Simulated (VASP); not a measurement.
A run of VASP 6.6.1 is set up as follows.

Contents of INCAR:

```
PREC     = Accurate       # precision mode
ENCUT    = 520            # plane-wave cutoff, eV
EDIFF    = 1E-8           # SCF threshold, eV
ISMEAR   = -1             # smearing method
SIGMA    = 0.02           # smearing width, eV
LREAL    = False          # projectors in reciprocal space
LASPH    = True           # aspherical terms in the spheres
NELM     = 60             # most SCF steps
ALGO     = Normal         # electronic algorithm
ISIF     = 2              # what is computed and relaxed
LWAVE    = False          # write WAVECAR
LCHARG   = False          # write CHGCAR
GGA      = PE             # functional
LEFG     = True         
NBANDS   = 15             # bands
```

Contents of KPOINTS:

```
Automatic mesh
0
Gamma
  9 9 9
```

The input POSCAR:

```
TaN
1.0
    0.0000000000      2.1495504440      2.1495504440
    2.1495504440      0.0000000000      2.1495504440
    2.1495504440      2.1495504440      0.0000000000
Ta N
1 1
Direct
    0.5000000000      0.5000000000      0.5000000000
    0.0000000000      0.0000000000      0.0000000000
```

Potentials or basis: VASP PAW PBE potentials, release 64 (Ta_pv, N).

Run with:

```console
$ cat potpaw_PBE.64/Ta_pv/POTCAR potpaw_PBE.64/N/POTCAR > POTCAR
$ mpirun -np 1 vasp_std > vasp.out
```

Q: Predict the band gap on the k mesh.

A: Zero (band 8 reaches 12.05 eV, above the bottom of band 9 at 8.03 eV).

Q: Estimate the pressure.

A: 33.2 GPa.

Caveat: without QUAD_EFG the Cq values of the log hold for a quadrupole moment of 1 mb, not for the nuclei; spin-orbit coupling is left out, which moves the levels of the heavy elements.
